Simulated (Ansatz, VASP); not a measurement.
# CdTe in VASP and in Ansatz

Contents of INCAR:

```
SYSTEM = CdTe
PREC = Accurate ; ENCUT = 520
EDIFF = 1E-7 ; ISMEAR = 0
SIGMA = 0.02 ; LREAL = .False.
LASPH = .True. ; NELM = 100
ALGO = Normal ; ISIF = 2
LWAVE = .False. ; LCHARG = .False.
GGA = PE ; NBANDS = 16
```

The input KPOINTS:

```
regular mesh
0
Gamma
  8 8 8
  0 0 0
```

POSCAR

```
CdTe
1.0
    0.0000000000      3.2050000000      3.2050000000
    3.2050000000      0.0000000000      3.2050000000
    3.2050000000      3.2050000000      0.0000000000
Cd Te
1 1
Direct
    0.0000000000      0.0000000000      0.0000000000
    0.7500000000      0.7500000000      0.7500000000
```

Input for Ansatz:

```yaml
crystal:
  lattice:
    - [0.0, 3.205, 3.205]
    - [3.205, 0.0, 3.205]
    - [3.205, 3.205, 0.0]
  atoms:
    - { symbol: Cd, position: [0.0, 0.0, 0.0] }
    - { symbol: Te, position: [0.75, 0.75, 0.75] }
basis:
  ecutwfc: 420
kpoints:
  mp_grid: { grid: [8, 8, 8] }
hamiltonian:
  xc: pbe
scf:
  occupations: { method: gaussian, width: 0.02 }
output:
  forces: true
  stress: true
  eigenvalues: true
  populations: true
  write_density: true
  write_potential: true
  elf: true
  volumetric_format: npy
```

Alike in both runs: task single point; functional PBE; k mesh 8 × 8 × 8; occupations gaussian, width 0.02 eV; no spin polarisation.

|  | VASP | Ansatz |
| --- | --- | --- |
| version | VASP 6.6.1 | Ansatz 0.2.0 |
| potentials or method | VASP PAW PBE potentials, release 64 (Cd, Te), cutoff 520 eV | scalar-relativistic, plane waves, PAW |
| valence electrons in the cell | 18 | 36 |

```csv
,VASP,Ansatz,Ansatz less VASP
gap on the k mesh at the Fermi level (eV),0.87,0.87,0.000
least direct gap on the mesh (eV),0.87,0.87,0.000
pressure (GPa),4.4,4.2,-0.15
```

VASP's potentials hold 18 valence electrons a cell and Ansatz's 36, so a difference there can come from the potentials and not from the codes.

Neither program's run includes spin-orbit coupling.
